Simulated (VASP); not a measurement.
TiO2, 12 atoms in the cell. It takes space group P2_1/c (No. 14, monoclinic). Conventional cell: a = 4.730 Å, b = 4.821 Å, c = 4.946 Å, α = 90.00°, β = 100.04°, γ = 90.00°. Ti (site symmetry 1) has 7 O at 1.86 to 2.14 Å within 2.5 Å. Within 2.8 Å of O (site symmetry 1) lie 3 Ti at 1.86 to 2.00 Å and 9 O at 2.39 to 2.75 Å. O (site symmetry 1) has 4 Ti at 1.98 to 2.14 Å and 8 O at 2.39 to 2.75 Å within 2.8 Å. 

| Property | Result |
| --- | --- |
| Program | VASP 6.6.1 |
| Task | single point |
| Functional | LDA |
| Potentials or basis | VASP PAW LDA potentials, release 64 (Ti_sv, O) |
| Cutoff | 600 eV |
| k mesh | 6 × 6 × 6 |
| Occupations | fermi-dirac, width 0.05 eV |
| Spin | no spin polarisation |
| Dipole correction | no |
| Further INCAR settings | ALGO = Normal; EDIFF = 1e-06; NBANDS = 60 |

Potentials or basis: VASP PAW LDA potentials, release 64 (Ti_sv, O).

Run with:

```bash
$ cat potpaw_LDA.64/Ti_sv/POTCAR potpaw_LDA.64/O/POTCAR > POTCAR
$ mpirun -np 1 vasp_std > vasp.out
```

Hardware: 1 thread of Intel(R) Xeon(R) 6975P-C (Granite Rapids), on a shared host.

Problem. Estimate the wall time of this run.

Solution. It took 7.2 min on 1 thread of Intel(R) Xeon(R) 6975P-C (Granite Rapids) (shared host), peak memory 0.53 GiB. Counts: scf iterations 17, k points 80.
